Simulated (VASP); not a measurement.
# Ge (Cmcm) in VASP: single point with r2SCAN

Aim: the single point of Ge with r2SCAN.

Everything below comes from runs of VASP 6.6.1. Logs are shortened: lines on timing, memory, paths and dates and some standing lists are left out, and cuts for length are marked.

## 1. The cell of the first run

Symmetry: Cmcm, No. 63, orthorhombic system. Conventional cell: a = 3.996 Å, b = 7.059 Å, c = 6.603 Å, α = 90.00°, β = 90.00°, γ = 90.00°. Within 3.3 Å of Ge (site symmetry m) lie 4 Ge at 2.46 to 2.50 Å.

## 2. Single point, r2SCAN (strain +0.0200 x Voigt [0, 1, 0, 0, 0, 0])

The input, POSCAR:

```
Ge
1.0
    3.9956487021      0.0000000000      0.0000000000
   -1.9978243511      3.5295399462      0.0000000000
    0.0000000000      0.0000000000      6.6027109850
Ge
4
Direct
    0.6666666667      0.3333333333      0.0629814343
    0.3333333333      0.6666666667      0.5629814343
    0.6666666667      0.3333333333      0.4370185657
    0.3333333333      0.6666666667      0.9370185657
```

The input, INCAR.step1:

```
PREC = Accurate
ENCUT = 520
ISMEAR = 0
SIGMA = 0.03
LREAL = False
LASPH = True
NELM = 100
NBANDS = 36
GGA = PE
ALGO = Normal
EDIFF = 1E-4
LWAVE = True
LCHARG = False
```

The input, INCAR.step2:

```
PREC = Accurate
ENCUT = 520
EDIFF = 1E-7
ISMEAR = 0
SIGMA = 0.03
LREAL = False
LASPH = True
NELM = 100
ALGO = Normal
ISIF = 2
LWAVE = False
LCHARG = False
METAGGA = R2SCAN
LMIXTAU = True
NBANDS = 36
ISTART = 1
```

The input, KPOINTS:

```
Automatic mesh
0
Gamma
  12 12 6
```

Potentials or basis: VASP PAW PBE potentials, release 64 (Ge_d).

Run with:

```sh
$ cat potpaw_PBE.64/Ge_d/POTCAR > POTCAR
$ cp INCAR.step1 INCAR
$ mpirun -np 1 vasp_std > vasp.out
$ cp INCAR.step2 INCAR
$ mpirun -np 1 vasp_std > vasp.out
```

OUTCAR:

```text
PREC = Accurate
   ENCUT = 520
   EDIFF = 1E-7
   ISMEAR = 0
   LREAL = False
   LASPH = True
   NELM = 100
   ISIF = 2
   METAGGA = R2SCAN
   ISTART = 1

 ion  position               nearest neighbor table
   1  0.667  0.333  0.063-   4 2.46   4 2.46   3 2.47   4 2.50
   2  0.333  0.667  0.563-   3 2.46   3 2.46   4 2.47   3 2.50
   3  0.667  0.333  0.437-   2 2.46   2 2.46   1 2.47   2 2.50
   4  0.333  0.667  0.937-   1 2.46   1 2.46   2 2.47   1 2.50

  LATTYP: Found a base centered orthorhombic cell.
 ALAT       =     3.9956487021
 B/A-ratio  =     1.7666918237
 C/A-ratio  =     1.6524753494

  Lattice vectors:

 A1 = (   1.9978243511,  -3.5295399462,   0.0000000000)
 A2 = (   1.9978243510,   3.5295399462,   0.0000000000)
 A3 = (   0.0000000000,   0.0000000000,   6.6027109850)

Analysis of symmetry for initial positions (statically):
=====================================================================
 Subroutine PRICEL returns:
 Original cell was already a primitive cell.

 Routine SETGRP: Setting up the symmetry group for a
 base centered orthorhombic supercell.

 Subroutine GETGRP returns: Found  8 space group operations
 (whereof  4 operations were pure point group operations)
 out of a pool of  8 trial point group operations.

The static configuration has the point symmetry C_2h.
 The point group associated with its full space group is D_2h.

Analysis of symmetry for dynamics (positions and initial velocities):
=====================================================================
 Subroutine PRICEL returns:
 Original cell was already a primitive cell.

 Routine SETGRP: Setting up the symmetry group for a
 base centered orthorhombic supercell.

 Subroutine GETGRP returns: Found  8 space group operations
 (whereof  4 operations were pure point group operations)
 out of a pool of  8 trial point group operations.

The dynamic configuration has the point symmetry C_2h.
 The point group associated with its full space group is D_2h.

 Subroutine INISYM returns: Found  8 space group operations
 (whereof  4 operations are pure point group operations),
 and found     1 'primitive' translations

----------------------------------------------------------------------------------------

                                     Primitive cell

  volume of cell :      93.1167

  direct lattice vectors                    reciprocal lattice vectors
     3.995648702  0.000000000  0.000000000     0.250272252  0.141661522  0.000000000
    -1.997824351  3.529539946  0.000000000     0.000000000  0.283323044  0.000000000
     0.000000000  0.000000000  6.602710985     0.000000000  0.000000000  0.151452941

  length of vectors
     3.995648702  4.055731052  6.602710985     0.287583357  0.283323044  0.151452941

  position of ions in fractional coordinates (direct lattice)
     0.666666667  0.333333333  0.062981434
     0.333333333  0.666666667  0.562981434
     0.666666667  0.333333333  0.437018566
     0.333333333  0.666666667  0.937018566

  ion indices of the primitive-cell ions
   primitive index   ion index
                 1           1
                 2           2
                 3           3
                 4           4

----------------------------------------------------------------------------------------

 KPOINTS: Automatic mesh

Automatic generation of k-mesh.
 Grid dimensions read from file:
 generate k-points for:   12   12    6

 Generating k-lattice:

  Cartesian coordinates                     Fractional coordinates (reciprocal lattice)
     0.020856021  0.011805127  0.000000000     0.083333333  0.000000000  0.000000000
     0.000000000  0.023610254  0.000000000     0.000000000  0.083333333  0.000000000
     0.000000000  0.000000000  0.025242157     0.000000000  0.000000000  0.166666667

  Length of vectors
     0.023965280  0.023610254  0.025242157

  Shift w.r.t. Gamma in fractional coordinates (k-lattice)
     0.000000000  0.000000000  0.000000000

 Subroutine IBZKPT returns following result:
 ===========================================

 Found    172 irreducible k-points:

 Following reciprocal coordinates:
            Coordinates               Weight
  0.000000  0.000000  0.000000      1.000000
  0.083333  0.000000  0.000000      4.000000
  0.166667 -0.000000  0.000000      4.000000
  0.250000  0.000000  0.000000      4.000000
  0.333333 -0.000000  0.000000      4.000000
  0.416667 -0.000000  0.000000      4.000000
[... 16 lines left out ...]
  0.333333  0.166667  0.000000      4.000000
  0.416667  0.166667  0.000000      4.000000
 [... further k-points ...]
   k-points           NKPTS =    172   k-points in BZ     NKDIM =    172   number of bands    NBANDS=     36
   number of dos      NEDOS =    301   number of ions     NIONS =      4
   total plane-waves  NPLWV =  45000
   dimension x,y,z NGX =    30 NGY =   30 NGZ =   50
   dimension x,y,z NGXF=    60 NGYF=   60 NGZF=  100
   ions per type =               4
   NGX,Y,Z   is equivalent  to a cutoff of  12.48, 12.30, 12.59 a.u.
   NGXF,Y,Z  is equivalent  to a cutoff of  24.96, 24.59, 25.18 a.u.
 SYSTEM =  unknown system
   PREC   = accura    normal or accurate (medium, high low for compatibility)
   ISTART =      1    job   : 0-new  1-cont  2-samecut
   ICHARG =      0    charge: 1-file 2-atom 10-const
   ISPIN  =      1    spin polarized calculation?
   LNONCOLLINEAR =      F non collinear calculations
   LSORBIT =      F    spin-orbit coupling
   LASPH  =      T    aspherical Exc in radial PAW
   ENCUT  =  520.0 eV  38.22 Ry    6.18 a.u.   7.43  7.54 12.28*2*pi/ulx,y,z
   NELM   =    100;   NELMIN=  2; NELMDL=  0     # of ELM steps
   EDIFF  = 0.1E-06   stopping-criterion for ELM
   LREAL  =      F    real-space projection
   EDIFFG = 0.1E-05   stopping-criterion for IOM
   NSW    =      0    number of steps for IOM
   IBRION =     -1    ionic relax: 0-MD 1-quasi-New 2-CG
   NFREE  =      0    steps in history (QN), initial steepest desc. (CG)
   ISIF   =      2    stress and relaxation
   ISYM   =      2    0-nonsym 1-usesym 2-fastsym
   POTIM  = 0.5000    time-step for ionic-motion
   TEBEG  =    0.0;   TEEND  =   0.0 temperature during run
   PSTRESS=    0.0 pullay stress
   NELECT =      56.0000    total number of electrons
   NUPDOWN=      -1.0000    fix difference up-down
   EMIN   =  10.00;   EMAX   =-10.00  energy-range for DOS
   EFERMI =   0.00;   METHOD = LEGACY
   ISMEAR =     0;   SIGMA  =   0.03  broadening in eV -4-tet -1-fermi 0-gaus
   EFERMI_NEDOS =   21; number of points for ismear=-14 and -15
   IALGO  =     38    algorithm
   IMIX   =      4    mixing-type and parameters
     AMIX     =   0.40;   BMIX     =  1.00
     AMIX_MAG =   1.60;   BMIX_MAG =  1.00
  volume/ion in A,a.u.               =      23.28       157.10
  Fermi-wavevector in a.u.,A,eV,Ry     =   1.381852  2.611322 25.980538  1.909516
  Thomas-Fermi vector in A             =   2.506598
   LORBIT       =      0    0 simple, 1 ext, 2 COOP (PROOUT), +10 PAW based schemes
   METAGGA = R2SCAN    functional components
   LHFCALC =     F    Hartree Fock is set to
   AEXX    =    0.0000 exact exchange contribution
   IVDW    =     0    specifies the selected vdW correction
   LEPSILON=     F    determine dielectric tensor
   LRPA    =     F    only Hartree local field effects (RPA)
 non-spin polarized calculation
 Gauss-broadening in eV      SIGMA  =   0.03
  energy-cutoff  :      520.00
  volume of cell :       93.12
 maximum number of plane-waves:      2535
 NGX is ok and might be reduce to    30
   NGX = 15   NGY = 15   NGZ = 25

 number of electron      56.0000014 magnetization

 Free energy of the ion-electron system (eV)
  ---------------------------------------------------
  ext. energy  EPLUGINS =         0.00000000
  ---------------------------------------------------
  free energy    TOTEN  =       -55.40126682 eV

  energy without entropy =      -55.40123397  energy(sigma->0) =      -55.40125040

 E-fermi :   4.6906     XC(G=0): -10.6689

 val. band max:        4.6736052734   @ k =   0.0000   0.0000   0.0000
 cond. band min:       4.7173664585   @ k =   0.0000   0.0000   0.1667
 fundamental gap:      0.0437611851
 Fermi energy:         4.6905662056

 k-point     1 :       0.0000    0.0000    0.0000
  band No.  band energies     occupation
      1     -20.9658      2.00000
      2     -20.9537      2.00000
      3     -20.9291      2.00000
      4     -20.9269      2.00000
      5     -20.9160      2.00000
      6     -20.9118      2.00000
[... 28 lines left out ...]
     35       9.4766      0.00000
     36      11.2229      0.00000

 k-point     2 :       0.0833    0.0000    0.0000
  band No.  band energies     occupation
      1     -20.9698      2.00000
      2     -20.9560      2.00000
      3     -20.9335      2.00000
      4     -20.9273      2.00000
      5     -20.9139      2.00000
      6     -20.9092      2.00000
[... 28 lines left out ...]
     35       9.6644      0.00000
     36      11.5399      0.00000

 k-point     3 :       0.1667   -0.0000    0.0000
  band No.  band energies     occupation
      1     -20.9772      2.00000
      2     -20.9600      2.00000
      3     -20.9417      2.00000
      4     -20.9287      2.00000
      5     -20.9172      2.00000
      6     -20.8985      2.00000
[... 28 lines left out ...]
     35      10.5149      0.00000
     36      10.8232      0.00000

 k-point     4 :       0.2500    0.0000    0.0000
  band No.  band energies     occupation
      1     -20.9824      2.00000
      2     -20.9631      2.00000
      3     -20.9503      2.00000
      4     -20.9317      2.00000
      5     -20.9162      2.00000
      6     -20.8901      2.00000
[... 28 lines left out ...]
     35      11.2604      0.00000
     36      11.7069      0.00000

 k-point     5 :       0.3333   -0.0000    0.0000
  band No.  band energies     occupation
      1     -20.9837      2.00000
      2     -20.9652      2.00000
      3     -20.9582      2.00000
      4     -20.9350      2.00000
      5     -20.9103      2.00000
      6     -20.8841      2.00000
[... 655 lines left out ...]
 k-point    22 :       0.2500    0.1667    0.0000
  band No.  band energies     occupation
      1     -20.9838      2.00000
      2     -20.9751      2.00000
      3     -20.9588      2.00000
      4     -20.9502      2.00000
      5     -20.8909      2.00000
      6     -20.8758      2.00000
[... 28 lines left out ...]
     35      10.9134      0.00000
     36      12.2350      0.00000

 k-point    23 :       0.3333    0.1667    0.0000
  band No.  band energies     occupation
      1     -20.9831      2.00000
      2     -20.9756      2.00000
      3     -20.9660      2.00000
      4     -20.9531      2.00000
      5     -20.8788      2.00000
      6     -20.8634      2.00000
[... 28 lines left out ...]
     35      11.7923      0.00000
     36      12.6308      0.00000

 k-point    24 :       0.4167    0.1667    0.0000
  band No.  band energies     occupation
      1     -20.9798      2.00000
      2     -20.9767      2.00000
      3     -20.9701      2.00000
      4     -20.9530      2.00000
      5     -20.8737      2.00000
      6     -20.8526      2.00000
[... 28 lines left out ...]
     35      12.5056      0.00000
     36      12.8646      0.00000

 [... further k-points ...]
[... 5 lines left out ...]
  --------------------------------------------------------------------------------------
  -------------------------------------------------------------------------------------
  Total       -0.2626689     -1.8578431     -0.0612687      0.0000000      0.0000000      0.0000000
  in kB       -4.5195129    -31.9662677     -1.0541958      0.0000000      0.0000000      0.0000000
  external PRESSURE =     -12.5133255 kB  Pullay stress =       0.0000000 kB

 VOLUME and BASIS-vectors are now :
 -----------------------------------------------------------------------------
  energy-cutoff  :      520.00
  volume of cell :       93.12
      direct lattice vectors                 reciprocal lattice vectors
     3.995648702  0.000000000  0.000000000     0.250272252  0.141661522  0.000000000
    -1.997824351  3.529539946  0.000000000     0.000000000  0.283323044  0.000000000
     0.000000000  0.000000000  6.602710985     0.000000000  0.000000000  0.151452941

 POSITION                                       TOTAL-FORCE (eV/Angst)
 -----------------------------------------------------------------------------------
      1.99782      1.17651      0.41585         0.000000     -0.124680     -0.084872
     -0.00000      2.35303      3.71720        -0.000000      0.124680     -0.084872
      1.99782      1.17651      2.88551         0.000000     -0.124680      0.084872
     -0.00000      2.35303      6.18686        -0.000000      0.124680      0.084872
 -----------------------------------------------------------------------------------
    total drift:                                0.000000     -0.000000      0.000000

  FREE ENERGIE OF THE ION-ELECTRON SYSTEM (eV)
  ---------------------------------------------------
  free  energy   TOTEN  =       -55.4012668221 eV

  energy  without entropy=      -55.4012339737  energy(sigma->0) =      -55.40125040
```

Wall time 39 min (1 thread of Oxide Virtual Turin-like, shared host); peak memory 0.46 GiB.

Results:

```yaml
Free_energy: -55.4013 eV
Pressure: -1.3 GPa
Largest_force: 0.151 eV/Å
Band_gap_on_the_k_mesh: 0.04 eV (least direct gap 0.07 eV)
```

Forces in eV/Å, atoms in the order of the input:
```
Ge   0.000 -0.125 -0.085
Ge   0.000  0.125 -0.085
Ge   0.000 -0.125  0.085
Ge   0.000  0.125  0.085
```

Stress tensor (GPa, compression positive):
```
-0.45  0.00  0.00
 0.00 -3.20  0.00
 0.00  0.00 -0.11
```

Levels at points of the mesh, in eV from the valence-band top:
```tsv
k point	band 24	band 25	band 26	band 27	band 28	band 29	band 30	band 31	band 32	band 33
(0.00, 0.00, 0.00)	-1.70	-1.62	-0.25	-0.05	0.00	0.07	0.11	2.21	2.37	2.90
(0.50, 0.00, 0.00)	-7.00	-4.73	-3.32	-2.93	-1.61	0.57	1.75	3.75	3.77	4.61
(0.00, 0.50, 0.00)	-6.91	-4.77	-3.15	-2.92	-1.45	0.78	1.97	3.79	3.91	4.52
(0.00, 0.00, 0.50)	-4.97	-1.04	-1.04	-0.96	-0.96	0.74	0.74	3.37	3.37	3.55
(0.50, 0.00, 0.50)	-8.16	-2.67	-2.67	-2.61	-2.61	0.60	0.60	2.33	2.33	6.29
(0.00, 0.50, 0.50)	-8.11	-2.69	-2.69	-2.46	-2.46	0.75	0.75	2.37	2.37	6.40
```

Caveat: the cell differs from its parent crystal (strain +0.0200 x Voigt [0, 1, 0, 0, 0, 0]); the PAW data sets were made with another functional, which shifts forces and pressure a little. A k mesh can miss the band edges.
